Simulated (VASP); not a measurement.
Write the native input for VASP 6.6.1 that does the following.

```yaml
Task: single point
Functional: PBEsol
Dispersion: D3(BJ)
Potentials_or_basis: VASP PAW PBE potentials, release 64 (Ta_sv_GW, N)
Cutoff: 600 eV
k_mesh: 10 × 10 × 10
Occupations: fermi-dirac, width 0.05 eV
Spin: no spin polarisation
Dipole_correction: no
Second_run: valence_matched
Further_INCAR_settings: ALGO = Normal; EDIFF = 1e-06; NBANDS = 16
```

The structure of TaN lies in POSCAR:

```
TaN
1.0
    2.6994414465      0.0000000000      0.0000000000
    0.0000000000      2.6994414465      0.0000000000
    0.0000000000      0.0000000000      2.6994414465
Ta N
1 1
Direct
    0.0000000000      0.0000000000      0.0000000000
    0.5000000000      0.5000000000      0.5000000000
```

One way to write it, as run:

INCAR

```
SYSTEM = TaN
  PREC = Accurate
  ENCUT = 600
  EDIFF = 1E-6
  ISMEAR = -1
  SIGMA = 0.05
  LREAL = .FALSE.
  LASPH = .TRUE.
  NELM = 120
  ALGO = Normal
  ISIF = 2
  LWAVE = .FALSE.
  LCHARG = .FALSE.
  GGA = PS
  IVDW = 12
  NBANDS = 16
  GGA_COMPAT = .FALSE.
```

KPOINTS

```
Automatic mesh
0
G
  10 10 10
  0 0 0
```

Potentials or basis: VASP PAW PBE potentials, release 64 (Ta_sv_GW, N).

Run with:

```sh
$ cat potpaw_PBE.64/Ta_sv_GW/POTCAR potpaw_PBE.64/N/POTCAR > POTCAR
$ mpirun -np 1 vasp_std > vasp.out
```

It gave:

```
Pressure                   : 0.0 GPa
Band gap on the k mesh     : zero (band 9 reaches 20.93 eV, above the bottom of band 10 at 11.59 eV)
Dispersion energy per atom : -0.504 eV
```

Caveat: the PAW data sets were made with another functional, which shifts forces and pressure a little; spin-orbit coupling is left out, which moves the levels of the heavy elements; pairwise dispersion overbinds metals, which lowers pressure and volume.

Run time: 28 s on 1 thread of AMD EPYC 7R43 64-Core Processor (Zen 3) (shared host), peak memory 0.13 GiB.
